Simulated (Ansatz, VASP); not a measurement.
## ScGa7N8: VASP beside Ansatz

```
Sc Ga N
1.0
     3.22052   -0.00238    5.21473
     3.22052    0.00238   -5.21473
    -3.22052    5.58425   -0.00256
Sc Ga N
1 7 8
Direct
  0.16560 0.16918 0.33478
  0.16870 0.17012 0.83380
  0.66523 0.66566 0.33090
  0.66367 0.66510 0.83380
  0.08445 0.58345 0.16421
  0.58077 0.07976 0.16421
  0.08230 0.58816 0.67047
  0.58679 0.08128 0.66808
  0.36377 0.97161 0.33538
  0.85708 0.47576 0.33284
  0.35584 0.98064 0.83299
  0.85234 0.47715 0.83299
  0.27584 0.40193 0.15911
  0.27369 0.40655 0.68025
  0.75718 0.88327 0.15911
  0.77473 0.89236 0.66709
```

Alike in both runs: functional PBEsol; k mesh 4 × 4 × 4; occupations gaussian, width 0.1 eV; no spin polarisation.

Ansatz relaxed the structure, and its values are those at the end. VASP's run is a single point on that final structure, the one shown.

|  | VASP | Ansatz |
| --- | --- | --- |
| version | VASP 6.6.1 | Ansatz 0.2.0 |
| potentials or method | VASP PAW PBE potentials, release 64 (Sc_sv, Ga_d, N), cutoff 520 eV | scalar-relativistic, plane waves, PAW |
| valence electrons in the cell | 142 | 142 |

|  | VASP | Ansatz | Ansatz less VASP |
| --- | --- | --- | --- |
| gap on the k mesh at the Fermi level (eV) | 2.14 | 2.12 | -0.016 |
| least direct gap on the mesh (eV) | 2.14 | 2.12 | -0.016 |
| pressure (GPa) | -0.1 | 0.0 | +0.09 |
| rms of the force components (eV/Å) | 0.019 | 0.008 | -0.0109 |

VASP's potentials were made for PBE, not for PBEsol, and Ansatz warns of the same on its side.
